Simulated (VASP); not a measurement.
A run of VASP 6.6.1:

File INCAR:

```
SYSTEM = PtSe2
ALGO = Normal ; EDIFF = 1E-7
ENCUT = 520 ; GGA = PS
ISIF = 2 ; ISMEAR = 0
LASPH = .TRUE. ; LCHARG = .FALSE.
LREAL = .FALSE. ; LWAVE = .FALSE.
NBANDS = 18 ; NELM = 100
PREC = Accurate ; SIGMA = 0.15
```

File KPOINTS:

```
k-points
0
G
  12 12 10
  0 0 0
```

File POSCAR:

```
PtSe2
1.0
    3.5750405804      0.0000000000      0.0000000000
   -1.7875202902      3.0960759622      0.0000000000
    0.0000000000      0.0000000000      5.0620000000
Pt Se
1 2
Direct
    0.0000000000      0.0000000000      0.0000000000
    0.3333333333      0.6666666667      0.2500000000
    0.6666666667      0.3333333333      0.7500000000
```

Potentials or basis: VASP PAW PBE potentials, release 64 (Pt, Se).

Command:

```console
$ cat potpaw_PBE.64/Pt/POTCAR potpaw_PBE.64/Se/POTCAR > POTCAR
$ mpirun -np 1 vasp_std > vasp.out
```

Hardware: 1 thread of Intel(R) Xeon(R) 6975P-C (Granite Rapids), on a shared host.

Task: Estimate the wall time of this run.

Result: Run time: 56 s on 1 thread of Intel(R) Xeon(R) 6975P-C (Granite Rapids) (shared host), peak memory 0.3 GiB. Counts: scf iterations 14, k points 162.
